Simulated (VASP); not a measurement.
Wanted: the native input for a VASP 6.6.1 run.

```yaml
Task: single point
Functional: PBE
Potentials_or_basis: VASP PAW PBE potentials, release 64 (V_sv)
Cutoff: 520 eV
k_mesh: 18 × 18 × 10
Occupations: fermi-dirac, width 0.1 eV
Spin: no spin polarisation
Dipole_correction: no
Further_INCAR_settings: ALGO = Normal; EDIFF = 1e-06; NBANDS = 20
```

The structure of V lies in POSCAR:

```
V
1.0
    2.5695689750      0.0000000000      0.0000000000
   -1.2847844875      2.2253120091      0.0000000000
    0.0000000000      0.0000000000      4.6076780054
V
2
Direct
    0.3333333333      0.6666666667      0.2500000000
    0.6666666667      0.3333333333      0.7500000000
```

This cell differs from its parent crystal: volume scaled by 0.95.

One way to write it, as run:

INCAR

```
SYSTEM = V
PREC = Accurate ; ENCUT = 520
EDIFF = 1E-6 ; ISMEAR = -1
SIGMA = 0.1 ; LREAL = .False.
LASPH = .True. ; NELM = 60
ALGO = Normal ; ISIF = 2
LWAVE = .False. ; LCHARG = .False.
GGA = PE ; NBANDS = 20
```

KPOINTS

```
Automatic mesh
0
Gamma
  18 18 10
  0 0 0
```

Potentials or basis: VASP PAW PBE potentials, release 64 (V_sv).

Command:

```console
$ cat potpaw_PBE.64/V_sv/POTCAR > POTCAR
$ mpirun -np 1 vasp_std > vasp.out
```

Results of the run:

The pressure is 10.0 GPa and the band gap on the k mesh is zero (band 13 reaches 12.07 eV, above the bottom of band 14 at 9.74 eV).

Run time: 38 s on 1 thread of Intel(R) Xeon(R) 6975P-C (Granite Rapids), with other jobs on the host, peak memory 0.2 GiB.
